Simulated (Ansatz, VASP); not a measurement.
# One calculation of SiC, two programs

```
Si C
1.0
     0.00000    2.12210    2.12210
     2.12210    0.00000    2.12210
     2.12210    2.12210    0.00000
Si C
1 1
Direct
  0.00000 0.00000 0.00000
  0.25000 0.25000 0.25000
```

Alike in both runs: task single point; functional PBE; k mesh 10 × 10 × 10; occupations gaussian, width 0.02 eV; no spin polarisation.

|  | VASP | Ansatz |
| --- | --- | --- |
| version | VASP 6.6.1 | Ansatz 0.2.0 |
| potentials or method | VASP PAW PBE potentials, release 64 (Si, C), cutoff 520 eV | scalar-relativistic, plane waves, PAW |
| valence electrons in the cell | 8 | 8 |

|  | VASP | Ansatz | Ansatz less VASP |
| --- | --- | --- | --- |
| gap on the k mesh at the Fermi level (eV) | 1.28 | 1.28 | +0.003 |
| least direct gap on the mesh (eV) | 4.62 | 4.62 | +0.006 |
| pressure (GPa) | 24.0 | 24.1 | +0.11 |

The functional is the same, so the differences come from potentials, cutoffs and numerics.
